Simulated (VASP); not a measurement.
A run of VASP 6.6.1:

File INCAR:

```
ALGO = Normal
EDIFF = 1E-7
ENCUT = 520
GGA = CA
ISIF = 2
ISMEAR = -1
LASPH = T
LCHARG = T
LELF = T
LREAL = F
LVHAR = T
LWAVE = F
NBANDS = 12
NELM = 100
PREC = Accurate
SIGMA = 0.1
```

The input KPOINTS:

```
k-points
0
Gamma
  12 12 8
```

File POSCAR:

```
N
1.0
    2.4504122603      0.0000000000      0.0000000000
   -1.2252061302      2.1221187924      0.0000000000
    0.0000000000      0.0000000000      2.3789542141
N
2
Direct
    0.6666666667      0.3333333333      0.2500000000
    0.3333333333      0.6666666667      0.7500000000
```

Potentials or basis: VASP PAW LDA potentials, release 64 (N).

Command:

```console
$ cat potpaw_LDA.64/N/POTCAR > POTCAR
$ mpirun -np 1 vasp_std > vasp.out
```

Hardware: 1 thread of Intel(R) Xeon(R) 6975P-C (Granite Rapids), with other jobs on the host.

Problem. How long does it take, and how much memory?

Solution. It took 4.6 s on 1 thread of Intel(R) Xeon(R) 6975P-C (Granite Rapids), on a shared host, peak memory 0.11 GiB. Counts: scf iterations 11, k points 95.
